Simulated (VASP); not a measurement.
Here is a VASP 6.6.1 calculation.

INCAR

```
SYSTEM = Sr2Ti
ALGO = Normal ; EDIFF = 1E-6
EDIFFG = -0.03 ; ENCUT = 600
GGA = CA ; IBRION = 2
ISIF = 3 ; ISMEAR = -1
LASPH = .TRUE. ; LCHARG = .FALSE.
LREAL = .FALSE. ; LWAVE = .FALSE.
NELM = 100 ; NSW = 100
PREC = Accurate ; SIGMA = 0.1
```

The input KPOINTS:

```
k-points
0
G
  10 10 5
  0 0 0
```

POSCAR

```
Sr2Ti
1.0
    3.8140509300      0.0000000000      0.0000000000
   -1.9070254700      3.3030669800      0.0000000000
    0.0000000000      0.0000000000      6.4477670600
Sr Ti
2 1
Direct
    0.3333000000      0.6667000000      0.2500000000
    0.6667000000      0.3333000000      0.7500000000
    0.0000000000      0.0000000000      0.0000000000
```

Potentials or basis: VASP PAW LDA potentials, release 64 (Sr_sv, Ti_sv).

Run with:

```sh
$ cat potpaw_LDA.64/Sr_sv/POTCAR potpaw_LDA.64/Ti_sv/POTCAR > POTCAR
$ mpirun -np 1 vasp_std > vasp.out
```

Task: What does it give for the space group after relaxing (to 0.05 Å)?

Result: P-3m1 (No. 164).

Task: What does it give for the band gap on the k mesh?

Result: Zero (band 16 reaches 3.95 eV, above the bottom of band 17 at 3.17 eV).

Task: Predict the relaxed volume.

Result: 32.22 Å³/atom.

Task: Predict the relaxed cell.

Result: a = 3.591 Å, b = 3.591 Å, c = 8.654 Å, α = 90.00°, β = 90.00°, γ = 120.00°.

Forces in eV/Å, atoms in the order of the input:
```
Sr   0.000  0.000  0.003
Sr   0.000  0.000 -0.003
Ti   0.000  0.000  0.000
```

Caveat: the volume moved by over 15 % at a fixed basis, so the end points are rough.
